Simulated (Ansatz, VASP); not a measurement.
SO: VASP beside Ansatz

INCAR

```
SYSTEM = SO
PREC     = Accurate       ! precision mode
ENCUT    = 600            ! plane-wave cutoff, eV
EDIFF    = 1E-6           ! SCF threshold, eV
ISMEAR   = -1             ! smearing method
SIGMA    = 0.15           ! smearing width, eV
LREAL    = .False.        ! projectors in reciprocal space
LASPH    = .True.         ! aspherical terms in the spheres
NELM     = 100            ! most SCF steps
ALGO     = Normal         ! electronic algorithm
ISIF     = 3              ! what is computed and relaxed
LWAVE    = .False.        ! write WAVECAR
LCHARG   = .False.        ! write CHGCAR
GGA      = PE             ! functional
IVDW     = 12             ! dispersion correction
IBRION   = 2              ! ionic algorithm
NSW      = 80             ! ionic steps
EDIFFG   = -0.001         ! ionic threshold
```

KPOINTS

```
regular mesh
0
Gamma
  18 18 18
  0 0 0
```

POSCAR

```
SO
1.0
    1.4203004138      0.8200108262      4.0652979107
   -1.4203004138      0.8200108262      4.0652979107
    0.0000000000     -1.6400216524      4.0652979107
S O
1 1
Direct
    0.0610701473      0.0610701473      0.0610701473
    0.9389298527      0.9389298527      0.9389298527
```

Input for Ansatz:

```yaml
crystal:
  lattice:
    - [1.4203004138, 0.8200108262, 4.0652979107]
    - [-1.4203004138, 0.8200108262, 4.0652979107]
    - [0.0, -1.6400216524, 4.0652979107]
  atoms:
    - { symbol: S, position: [0.0610701473, 0.0610701473, 0.0610701473] }
    - { symbol: O, position: [0.9389298527, 0.9389298527, 0.9389298527] }
basis:
  ecutwfc: 420
kpoints:
  mp_grid: { grid: [18, 18, 18] }
hamiltonian:
  xc: pbe
  dispersion: d3bj
scf:
  occupations: { method: fermi_dirac, width: 0.15 }
output:
  forces: true
  stress: true
  eigenvalues: true
relax:
  adjacent_minimum: "off"
  f_tol: 0.001
  max_steps: 60
  cell: { stress_tol: 0.01 }
```

Alike in both runs: task relaxation of cell and atoms; functional PBE; dispersion D3(BJ); k mesh 18 × 18 × 18; occupations fermi-dirac, width 0.15 eV; no spin polarisation.

|  | VASP | Ansatz |
| --- | --- | --- |
| version | VASP 6.6.1 | Ansatz 0.2.0 |
| potentials or method | VASP PAW PBE potentials, release 64 (S, O), cutoff 600 eV | scalar-relativistic, plane waves, PAW |
| valence electrons in the cell | 12 | 12 |

```csv
,VASP,Ansatz,Ansatz less VASP
"gap on the k mesh at the Fermi level, each at its own relaxed structure (eV)",none,none,-
relaxed volume (Å³/atom),14.08,14.26,+0.178
relaxed cell length with the largest relative difference (Å),4.360,4.390,+0.0307
```

A gap of «none» marks a metal or a gap that the smearing closes.
